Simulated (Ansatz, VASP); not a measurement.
**Two plane-wave programs on WS2**

Contents of INCAR:

```
PREC = Accurate
ENCUT = 520
EDIFF = 1E-7
ISMEAR = 0
SIGMA = 0.05
LREAL = F
LASPH = T
NELM = 60
ALGO = Normal
ISIF = 2
LWAVE = F
LCHARG = F
GGA = CA
NBANDS = 35
```

Contents of KPOINTS:

```
Automatic mesh
0
Gamma
  12 12 4
```

File POSCAR:

```
WS2
1.0
    3.1541676745      0.0000000000      0.0000000000
   -1.5770838372      2.7315893339      0.0000000000
    0.0000000000      0.0000000000     12.2592083320
W S
2 4
Direct
    0.3333333333      0.6666666667      0.2500000000
    0.6666666667      0.3333333333      0.7500000000
    0.3333333333      0.6666666667      0.6351502730
    0.6666666667      0.3333333333      0.1351502730
    0.3333333333      0.6666666667      0.8648497270
    0.6666666667      0.3333333333      0.3648497270
```

Input for Ansatz:

```yaml
crystal:
  lattice:
    - [3.1541676745, 0.0, 0.0]
    - [-1.5770838372, 2.7315893339, 0.0]
    - [0.0, 0.0, 12.259208332]
  atoms:
    - { symbol: W, position: [0.3333333333, 0.6666666667, 0.25] }
    - { symbol: W, position: [0.6666666667, 0.3333333333, 0.75] }
    - { symbol: S, position: [0.3333333333, 0.6666666667, 0.635150273] }
    - { symbol: S, position: [0.6666666667, 0.3333333333, 0.135150273] }
    - { symbol: S, position: [0.3333333333, 0.6666666667, 0.864849727] }
    - { symbol: S, position: [0.6666666667, 0.3333333333, 0.364849727] }
basis:
  ecutwfc: 420
kpoints:
  mp_grid: { grid: [12, 12, 4] }
hamiltonian:
  xc: lda
  pseudopotentials: { kind: paw, azcp: { folder: soft_1 } }
scf:
  occupations: { method: gaussian, width: 0.05 }
output:
  forces: true
  stress: true
  eigenvalues: true
```

Alike in both runs: task single point; functional LDA; k mesh 12 × 12 × 4; occupations gaussian, width 0.05 eV; no spin polarisation.

|  | VASP | Ansatz |
| --- | --- | --- |
| version | VASP 6.6.1 | Ansatz 0.2.0 |
| potentials or method | VASP PAW LDA potentials, release 64 (W_sv, S), cutoff 520 eV | scalar-relativistic, plane waves, PAW |
| valence electrons in the cell | 52 | 52 |

|  | VASP | Ansatz | Ansatz less VASP |
| --- | --- | --- | --- |
| gap on the k mesh at the Fermi level (eV) | none | none | - |
| pressure (GPa) | 17.1 | 16.8 | -0.39 |
| traceless stress, the component that is largest in VASP (GPa) | 12.75 | 12.78 | +0.025 |
| rms of the force components (eV/Å) | 1.722 | 1.699 | -0.0233 |

Ansatz warns that its potentials were made for another functional, while VASP's fit it. LDA's correlation is that of Perdew and Zunger in VASP and of Perdew and Wang (1992) in Ansatz. Atom by atom the forces differ by 0.023 eV/Å (rms over components). A gap of «none» marks a metal or a gap that the smearing closes.

Spin-orbit coupling is off throughout.
